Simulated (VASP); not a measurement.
The system is AlN.

```xyz
4
Lattice="3.1100 0.0000 0.0000 -1.5550 2.6933 0.0000 0.0000 0.0000 4.9800" Properties=species:S:1:pos:R:3 pbc="T T T"
Al    0.0000    1.7956    0.0000
Al    1.5550    0.8978    2.4900
N     0.0000    1.7956    1.9024
N     1.5550    0.8978    4.3924
```

| Property | Result |
| --- | --- |
| Program | VASP 6.6.1 |
| Task | relaxation of cell and atoms |
| Functional | LDA |
| Potentials or basis | VASP PAW LDA potentials, release 64 (Al, N) |
| Cutoff | 600 eV |
| k mesh | 8 × 8 × 4 |
| Occupations | gaussian, width 0.01 eV |
| Spin | no spin polarisation |

At the start: pressure -3.8 GPa; volume 10.43 Å³/atom.

How do energy, volume and symmetry change on relaxing?

Over 8 steps the energy falls by 2.3 meV/atom and the volume is 10.24 Å³/atom (-1.8 %); space group P6_3mc (No. 186, to 0.05 Å).

Step by step:
```tsv
step	energy change (eV)	largest force (eV/Å)	pressure (GPa)	volume (Å³)
1	0.0000	0.0157	-3.83	41.71
2	-0.0006	0.0171	3.88	40.23
3	-0.0092	0.0007	-0.02	40.95
4	-0.0092	0.0009	0.06	40.93
5	-0.0092	0.0051	-0.04	40.95
6	-0.0093	0.0044	-0.03	40.95
7	-0.0093	0.0037	-0.01	40.95
8	-0.0093	0.0008	0.00	40.94
```

Final structure:
```
CELL_PARAMETERS angstrom
3.09108 0.00000 0.00000
-1.54554 2.67695 0.00000
0.00000 0.00000 4.94824
ATOMIC_POSITIONS crystal
Al 0.33333 0.66667 0.00004
Al 0.66667 0.33333 0.50004
N 0.33333 0.66667 0.38196
N 0.66667 0.33333 0.88196
```
